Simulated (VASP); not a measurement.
# MgO (P6_3mc) in VASP: single point with HSE06

Aim: the single point of MgO with HSE06.

Program: VASP 6.6.1. These are calculated values, not measurements. Logs are shortened: lines on timing, memory, paths and dates and some standing lists are left out, and cuts for length are marked.

## (1) The cell of the first run

It takes space group P6_3mc (No. 186, hexagonal). Conventional cell: a = 3.288 Å, b = 3.288 Å, c = 4.934 Å, α = 90.00°, β = 90.00°, γ = 120.00°. Mg (site symmetry 3m) has 4 O at 1.96 to 1.98 Å within 2.6 Å. Within 2.6 Å of O (site symmetry 3m) lie 4 Mg at 1.96 to 1.98 Å.

## (2) Single point, HSE06 (uniaxial z strain -2.0%)

POSCAR reads:

```
MgO
1.0
    3.2882172536      0.0000000000      0.0000000000
   -1.6441086268      2.8476796748      0.0000000000
    0.0000000000      0.0000000000      4.9336788147
Mg O
2 2
Direct
    0.3333333333      0.6666666667     -0.0132222247
    0.6666666667      0.3333333333      0.4867777753
    0.3333333333      0.6666666667      0.3882222247
    0.6666666667      0.3333333333      0.8882222247
```

INCAR.step1 reads:

```
PREC = Accurate
ENCUT = 520
EDIFF = 1E-5
ISMEAR = 0
SIGMA = 0.01
LREAL = False
LASPH = True
NELM = 80
ALGO = Normal
ISIF = 2
LWAVE = True
GGA = PE
NBANDS = 16
```

INCAR.step2 reads:

```
PREC = Accurate
ENCUT = 520
EDIFF = 1E-6
ISMEAR = 0
SIGMA = 0.01
LREAL = False
LASPH = True
NELM = 80
ALGO = Normal
ISIF = 2
LWAVE = False
LCHARG = True
GGA = PE
LHFCALC = True
HFSCREEN = 0.2079
PRECFOCK = Normal
LELF = True
LVHAR = True
ISTART = 1
NBANDS = 16
```

KPOINTS reads:

```
Automatic mesh
0
Gamma
  6 6 4
```

Potentials or basis: VASP PAW PBE potentials, release 64 (Mg, O).

Launch:

```bash
$ cat potpaw_PBE.64/Mg/POTCAR potpaw_PBE.64/O/POTCAR > POTCAR
$ cp INCAR.step1 INCAR
$ mpirun -np 1 vasp_std > vasp.out
$ cp INCAR.step2 INCAR
$ mpirun -np 1 vasp_std > vasp.out
```

OUTCAR:

```text
PREC = Accurate
   ENCUT = 520
   EDIFF = 1E-6
   ISMEAR = 0
   LREAL = False
   LASPH = True
   NELM = 80
   ISIF = 2
   GGA = PE
   LHFCALC = True
   HFSCREEN = 0.2079
   PRECFOCK = Normal
   ISTART = 1

 ion  position               nearest neighbor table
   1  0.333  0.667  0.987-   4 1.96   4 1.96   4 1.96   3 1.98   2 3.11   2 3.11   2 3.11   2 3.11
                             2 3.11   2 3.11
   2  0.667  0.333  0.487-   3 1.96   3 1.96   3 1.96   4 1.98   1 3.11   1 3.11   1 3.11   1 3.11
                             1 3.11   1 3.11
   3  0.333  0.667  0.388-   2 1.96   2 1.96   2 1.96   1 1.98
   4  0.667  0.333  0.888-   1 1.96   1 1.96   1 1.96   2 1.98

  LATTYP: Found a hexagonal cell.
 ALAT       =     3.2882172536
 C/A-ratio  =     1.5004114492

  Lattice vectors:

 A1 = (   3.2882172536,   0.0000000000,   0.0000000000)
 A2 = (  -1.6441086268,   2.8476796748,   0.0000000000)
 A3 = (   0.0000000000,   0.0000000000,   4.9336788147)

Analysis of symmetry for initial positions (statically):
=====================================================================
 Subroutine PRICEL returns:
 Original cell was already a primitive cell.

 Routine SETGRP: Setting up the symmetry group for a
 hexagonal supercell.

 Subroutine GETGRP returns: Found 12 space group operations
 (whereof  6 operations were pure point group operations)
 out of a pool of 24 trial point group operations.

The static configuration has the point symmetry C_3v.
 The point group associated with its full space group is C_6v.

Analysis of symmetry for dynamics (positions and initial velocities):
=====================================================================
 Subroutine PRICEL returns:
 Original cell was already a primitive cell.

 Routine SETGRP: Setting up the symmetry group for a
 hexagonal supercell.

 Subroutine GETGRP returns: Found 12 space group operations
 (whereof  6 operations were pure point group operations)
 out of a pool of 24 trial point group operations.

The dynamic configuration has the point symmetry C_3v.
 The point group associated with its full space group is C_6v.

 Subroutine INISYM returns: Found 12 space group operations
 (whereof  6 operations are pure point group operations),
 and found     1 'primitive' translations

----------------------------------------------------------------------------------------

                                     Primitive cell

  volume of cell :      46.1979

  direct lattice vectors                    reciprocal lattice vectors
     3.288217254  0.000000000  0.000000000     0.304116159  0.175581546  0.000000000
    -1.644108627  2.847679675  0.000000000     0.000000000  0.351163092  0.000000000
     0.000000000  0.000000000  4.933678815     0.000000000  0.000000000  0.202688508

  length of vectors
     3.288217254  3.288217254  4.933678815     0.351163092  0.351163092  0.202688508

  position of ions in fractional coordinates (direct lattice)
     0.333333333  0.666666667  0.986777775
     0.666666667  0.333333333  0.486777775
     0.333333333  0.666666667  0.388222225
     0.666666667  0.333333333  0.888222225

  ion indices of the primitive-cell ions
   primitive index   ion index
                 1           1
                 2           2
                 3           3
                 4           4

----------------------------------------------------------------------------------------

 KPOINTS: Automatic mesh

Automatic generation of k-mesh.
 Grid dimensions read from file:
 generate k-points for:    6    6    4

 Generating k-lattice:

  Cartesian coordinates                     Fractional coordinates (reciprocal lattice)
     0.050686026  0.029263591  0.000000000     0.166666667 -0.000000000  0.000000000
     0.000000000  0.058527182  0.000000000     0.000000000  0.166666667  0.000000000
     0.000000000  0.000000000  0.050672127     0.000000000  0.000000000  0.250000000

  Length of vectors
     0.058527182  0.058527182  0.050672127

  Shift w.r.t. Gamma in fractional coordinates (k-lattice)
     0.000000000  0.000000000  0.000000000

 Subroutine IBZKPT returns following result:
 ===========================================

 Found     21 irreducible k-points:

 Following reciprocal coordinates:
            Coordinates               Weight
  0.000000  0.000000  0.000000      1.000000
  0.166667  0.000000  0.000000      6.000000
  0.333333  0.000000  0.000000      6.000000
  0.500000  0.000000  0.000000      3.000000
  0.166667  0.166667  0.000000      6.000000
  0.333333  0.166667  0.000000     12.000000
[... 13 lines left out ...]
  0.333333  0.166667  0.500000     12.000000
  0.333333  0.333333  0.500000      2.000000
   k-points           NKPTS =     21   k-points in BZ     NKDIM =    144   number of bands    NBANDS=     16
   number of dos      NEDOS =    301   number of ions     NIONS =      4
   total plane-waves  NPLWV =  23040
   dimension x,y,z NGX =    24 NGY =   24 NGZ =   40
   dimension x,y,z NGXF=    48 NGYF=   48 NGZF=   80
   ions per type =               2   2
   NGX,Y,Z   is equivalent  to a cutoff of  12.13, 12.13, 13.48 a.u.
   NGXF,Y,Z  is equivalent  to a cutoff of  24.27, 24.27, 26.96 a.u.
 SYSTEM =  unknown system
   PREC   = accura    normal or accurate (medium, high low for compatibility)
   ISTART =      1    job   : 0-new  1-cont  2-samecut
   ICHARG =      0    charge: 1-file 2-atom 10-const
   ISPIN  =      1    spin polarized calculation?
   LNONCOLLINEAR =      F non collinear calculations
   LSORBIT =      F    spin-orbit coupling
   LASPH  =      T    aspherical Exc in radial PAW
   ENCUT  =  520.0 eV  38.22 Ry    6.18 a.u.   6.11  6.11  9.17*2*pi/ulx,y,z
   NELM   =     80;   NELMIN=  2; NELMDL=  0     # of ELM steps
   EDIFF  = 0.1E-05   stopping-criterion for ELM
   LREAL  =      F    real-space projection
   EDIFFG = 0.1E-04   stopping-criterion for IOM
   NSW    =      0    number of steps for IOM
   IBRION =     -1    ionic relax: 0-MD 1-quasi-New 2-CG
   NFREE  =      0    steps in history (QN), initial steepest desc. (CG)
   ISIF   =      2    stress and relaxation
   ISYM   =      3    0-nonsym 1-usesym 2-fastsym
   POTIM  = 0.5000    time-step for ionic-motion
   TEBEG  =    0.0;   TEEND  =   0.0 temperature during run
   PSTRESS=    0.0 pullay stress
   NELECT =      16.0000    total number of electrons
   NUPDOWN=      -1.0000    fix difference up-down
   EMIN   =  10.00;   EMAX   =-10.00  energy-range for DOS
   EFERMI =   0.00;   METHOD = LEGACY
   ISMEAR =     0;   SIGMA  =   0.01  broadening in eV -4-tet -1-fermi 0-gaus
   EFERMI_NEDOS =   21; number of points for ismear=-14 and -15
   IALGO  =     38    algorithm
   IMIX   =      1    mixing-type and parameters
     AMIX     =   0.40;   BMIX     =  1.00
     AMIX_MAG =   1.60;   BMIX_MAG =  1.00
  volume/ion in A,a.u.               =      11.55        77.94
  Fermi-wavevector in a.u.,A,eV,Ry     =   1.149672  2.172565 17.983445  1.321746
  Thomas-Fermi vector in A             =   2.286340
   LORBIT       =      0    0 simple, 1 ext, 2 COOP (PROOUT), +10 PAW based schemes
   GGA     = PE    functional components
   LHFCALC =     T    Hartree Fock is set to
   PRECFOCK=normal    Normal, Fast or Accurate (Low or Medium for compatibility)
   ENCUT4O =  -1.0   cutoff for four orbital integrals eV
   NKREDX  =     1    reduce k-point grid by
   NKREDY  =     1    reduce k-point grid by
   NKREDZ  =     1    reduce k-point grid by
   AEXX    =    0.2500 exact exchange contribution
   HFSCREEN=    0.2079 screening length (either q_TF or 0.3 A-1)
   HFSCREENC=   0.2079 screening length for correlation (either q_TF or 0.3 A-1)
   ENCUTFOCK=  -1.0 apply spherical cutoff to Coloumb kernel
   IVDW    =     0    specifies the selected vdW correction
   LEPSILON=     F    determine dielectric tensor
   LRPA    =     F    only Hartree local field effects (RPA)
 non-spin polarized calculation
 Gauss-broadening in eV      SIGMA  =   0.01
  energy-cutoff  :      520.00
  volume of cell :       46.20
 maximum number of plane-waves:      1269
  NGX = 20; NGY = 20; NGZ = 28

 number of electron      16.0000004 magnetization

 Free energy of the ion-electron system (eV)
  ---------------------------------------------------
  ext. energy  EPLUGINS =         0.00000000
  ---------------------------------------------------
  free energy    TOTEN  =       -28.02136065 eV

  energy without entropy =      -28.02136065  energy(sigma->0) =      -28.02136065

 E-fermi :   0.1159     XC(G=0):  -8.1068

 val. band max:        0.0679022680   @ k =   0.0000   0.0000   0.0000
 cond. band min:       5.2319032965   @ k =   0.0000   0.0000   0.0000
 fundamental gap:      5.1640010285
 Fermi energy:         0.1159255017

 k-point     1 :       0.0000    0.0000    0.0000
  band No.  band energies     occupation
      1     -17.7999      2.00000
      2     -16.9012      2.00000
      3      -3.5142      2.00000
      4      -0.8370      2.00000
      5      -0.8370      2.00000
      6      -0.4432      2.00000
[... 8 lines left out ...]
     15      18.7281      0.00000
     16      18.7281      0.00000

 k-point     2 :       0.1667    0.0000    0.0000
  band No.  band energies     occupation
      1     -17.6540      2.00000
      2     -16.8570      2.00000
      3      -3.2308      2.00000
      4      -1.5151      2.00000
      5      -1.1087      2.00000
      6      -1.0140      2.00000
[... 8 lines left out ...]
     15      17.8403      0.00000
     16      18.0003      0.00000

 k-point     3 :       0.3333    0.0000    0.0000
  band No.  band energies     occupation
      1     -17.3180      2.00000
      2     -16.7986      2.00000
      3      -2.7877      2.00000
      4      -2.4859      2.00000
      5      -1.9468      2.00000
      6      -1.2945      2.00000
[... 8 lines left out ...]
     15      16.7949      0.00000
     16      17.9506      0.00000
[... 305 lines left out ...]
 k-point    20 :       0.3333    0.1667    0.5000
  band No.  band energies     occupation
      1     -16.9478      2.00000
      2     -16.9478      2.00000
      3      -3.1219      2.00000
      4      -3.1219      2.00000
      5      -1.5657      2.00000
      6      -1.5657      2.00000
[... 8 lines left out ...]
     15      17.6660      0.00000
     16      17.6660      0.00000

 k-point    21 :       0.3333    0.3333    0.5000
  band No.  band energies     occupation
      1     -16.8937      2.00000
      2     -16.8937      2.00000
      3      -2.8284      2.00000
      4      -2.8284      2.00000
      5      -2.2528      2.00000
      6      -2.2528      2.00000
[... 8 lines left out ...]
     15      18.0901      0.00000
     16      18.0901      0.00000

------------------------ aborting loop because EDIFF is reached ----------------------------------------

  FORCE on cell =-STRESS in cart. coord.  units (eV):
  Direction    XX          YY          ZZ          XY          YZ          ZX
  --------------------------------------------------------------------------------------
  -------------------------------------------------------------------------------------
  Total        0.5891744      0.5891744      0.6629148      0.0000000      0.0000000      0.0000000
  in kB       20.4329894     20.4329894     22.9903602      0.0000000      0.0000000      0.0000000
  external PRESSURE =      21.2854463 kB  Pullay stress =       0.0000000 kB

 VOLUME and BASIS-vectors are now :
 -----------------------------------------------------------------------------
  energy-cutoff  :      520.00
  volume of cell :       46.20
      direct lattice vectors                 reciprocal lattice vectors
     3.288217254  0.000000000  0.000000000     0.304116159  0.175581546  0.000000000
    -1.644108627  2.847679675  0.000000000     0.000000000  0.351163092  0.000000000
     0.000000000  0.000000000  4.933678815     0.000000000  0.000000000  0.202688508

 POSITION                                       TOTAL-FORCE (eV/Angst)
 -----------------------------------------------------------------------------------
     -0.00000      1.89845      4.86844         0.000000      0.000000      0.006148
      1.64411      0.94923      2.40161        -0.000000     -0.000000      0.006148
     -0.00000      1.89845      1.91536         0.000000      0.000000     -0.006148
      1.64411      0.94923      4.38220        -0.000000     -0.000000     -0.006148
 -----------------------------------------------------------------------------------
    total drift:                                0.000000      0.000000      0.000884

  FREE ENERGIE OF THE ION-ELECTRON SYSTEM (eV)
  ---------------------------------------------------
  free  energy   TOTEN  =       -28.0213606480 eV

  energy  without entropy=      -28.0213606480  energy(sigma->0) =      -28.02136065
```

It took 33 min on 1 thread of AMD EPYC 7R13 (Zen 3), shared host; peak memory 0.26 GiB.

What came out:

- Free energy: -28.0214 eV
- Pressure: 2.1 GPa
- Largest force: 0.006 eV/Å
- Band gap on the k mesh: 5.16 eV

Forces on the atoms (eV/Å):
```
Mg   0.000  0.000  0.006
Mg   0.000  0.000  0.006
O    0.000  0.000 -0.006
O    0.000  0.000 -0.006
```

Stress tensor (GPa, compression positive):
```
2.04 0.00 0.00
0.00 2.04 0.00
0.00 0.00 2.30
```

Caveat: the cell differs from its parent crystal (uniaxial z strain -2.0%); the structure was generated, so it needn't be the stable form of MgO; the PAW data sets were made with another functional, which shifts forces and pressure a little.
